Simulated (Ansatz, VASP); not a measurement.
# NbCu: VASP beside Ansatz

Contents of INCAR:

```
ALGO = Normal ; EDIFF = 1E-6
EDIFFG = -0.01 ; ENCUT = 600
GGA = PS ; IBRION = 2
ISIF = 3 ; ISMEAR = -1
LASPH = True ; LCHARG = False
LREAL = False ; LWAVE = False
NELM = 60 ; NSW = 60
PREC = Accurate ; SIGMA = 0.05
```

File KPOINTS:

```
k-points
0
Gamma
  9 9 9
```

POSCAR

```
NbCu
1.0
    0.0000000000      2.5622100000      2.5622100000
    2.5622100000      0.0000000000      2.5622100000
    2.5622100000      2.5622100000      0.0000000000
Nb Cu
1 1
Direct
    0.0000000000      0.0000000000      0.0000000000
    0.5000000000      0.5000000000      0.5000000000
```

input.yaml

```yaml
crystal:
  lattice:
    - [0.0, 2.56221, 2.56221]
    - [2.56221, 0.0, 2.56221]
    - [2.56221, 2.56221, 0.0]
  atoms:
    - { symbol: Nb, position: [0.0, 0.0, 0.0] }
    - { symbol: Cu, position: [0.5, 0.5, 0.5] }
hamiltonian:
  xc: pbesol
  pseudopotentials: { kind: paw }
kpoints:
  mp_grid: { grid: [9, 9, 9] }
scf:
  occupations: { method: fermi_dirac, width: 0.05 }
output:
  forces: true
  stress: true
  eigenvalues: true
  write_density: true
  write_potential: true
  elf: true
  volumetric_format: npy
relax:
  f_tol: 0.01
  max_steps: 40
  cell: { stress_tol: 0.05 }
```

Alike in both runs: task relaxation of cell and atoms; functional PBEsol; k mesh 9 × 9 × 9; occupations fermi-dirac, width 0.05 eV; no spin polarisation.

|  | VASP | Ansatz |
| --- | --- | --- |
| version | VASP 6.6.1 | Ansatz 0.2.0 |
| potentials or method | VASP PAW PBE potentials, release 64 (Nb_sv, Cu) | Ansatz PAW |
| plane-wave cutoff (eV) | 600 | 420 |
| valence electrons in the cell | 24 | 32 |

```csv
,VASP,Ansatz,Ansatz less VASP
"gap on the k mesh at the Fermi level, each at its own relaxed structure (eV)",none,none,-
relaxed volume (Å³/atom),16.18,16.17,-0.012
relaxed cell length with the largest relative difference (Å),3.577,3.576,-0.0009
```

VASP's potentials were made for PBE, not for PBEsol. A gap of «none» marks a metal or a gap that the smearing closes. VASP's potentials hold 24 valence electrons a cell and Ansatz's 32, so a difference there can come from the potentials and not from the codes.

Noted on Ansatz's run: the plane-wave basis is chosen anew once the cell has moved, so the energies of steps on either side of that aren't comparable.
